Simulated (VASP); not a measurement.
Set up this calculation in VASP 6.6.1, as the native input.

```yaml
Task: single point
Functional: PBE
Potentials_or_basis: VASP PAW PBE potentials, release 64 (C)
Cutoff: 520 eV
k_mesh: 12 × 12 × 12
Occupations: gaussian, width 0.05 eV
Spin: no spin polarisation
Dipole_correction: no
Further_INCAR_settings: ALGO = Normal; EDIFF = 1e-06; NBANDS = 11
```

The structure of C lies in POSCAR:

```
C
1.0
    0.0000000000      1.8291812014      1.7430267668
    1.8291812014      0.0000000000      1.7430267668
    1.8291812014      1.8291812014      0.0000000000
C
2
Direct
    0.5000000000      0.5000000000      0.5000000000
    0.7500000000      0.7500000000      0.7500000000
```

This cell differs from its parent crystal: volume 5.832 Å^3 an atom, c/a of the conventional cell 0.9529.

One way to write it, as run:

INCAR

```
ALGO = Normal
EDIFF = 1E-6
ENCUT = 520
GGA = PE
ISIF = 2
ISMEAR = 0
LASPH = T
LCHARG = F
LREAL = F
LWAVE = F
NBANDS = 11
NELM = 80
PREC = Accurate
SIGMA = 0.05
```

KPOINTS

```
k-points
0
Gamma
  12 12 12
```

Potentials or basis: VASP PAW PBE potentials, release 64 (C).

Launch:

```sh
$ cat potpaw_PBE.64/C/POTCAR > POTCAR
$ mpirun -np 1 vasp_std > vasp.out
```

It gave:

```json
{"Pressure": "-9.2 GPa", "Band gap on the k mesh": "2.92 eV, indirect (least direct gap 4.69 eV)"}
```

Run time: 7.8 s on 1 thread of Intel(R) Xeon(R) 6975P-C (Granite Rapids), with other jobs on the host, peak memory 0.12 GiB.
